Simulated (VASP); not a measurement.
C:

```
C
1.0
     2.48348    0.00000    0.00000
    -1.24174    2.15075    0.00000
     0.00000    0.00000    4.09452
C
4
Direct
  0.33333 0.66667 0.99976
  0.66667 0.33333 0.49976
  0.33333 0.66667 0.37424
  0.66667 0.33333 0.87424
```

This cell differs from its parent crystal: strained cell.

Base run:

| Property | Result |
| --- | --- |
| Program | VASP 6.6.1 |
| Functional | LDA |
| Potentials or basis | VASP PAW LDA potentials, release 64 (C_h) |
| Cutoff | 910 eV |
| k mesh | 9 × 9 × 6 |
| Occupations | gaussian, width 0.02 eV |
| Spin | no spin polarisation |

Its results: band gap on the k mesh 3.00 eV, indirect (least direct gap 4.86 eV); pressure 5.6 GPa.

The run is repeated on the same cell with these changes: potentials or basis from VASP PAW LDA potentials, release 64 (C_h) to VASP PAW LDA potentials, release 64 (C); cutoff from 910 eV to 520 eV; further incar settings from ALGO = Normal; EDIFF = 1e-06; NBANDS = 16 to ALGO = Normal; EDIFF = 1e-07; NBANDS = 16. What comes out?

Band gap on the k mesh 2.99 eV, indirect (least direct gap 4.86 eV); pressure 6.6 GPa.

Caveats: the cutoff is under 1.25 times the usual one of these potentials, so pressure, stress and relaxed cells hold a basis-set (Pulay) error (some runs).

A k mesh can miss the band edges.
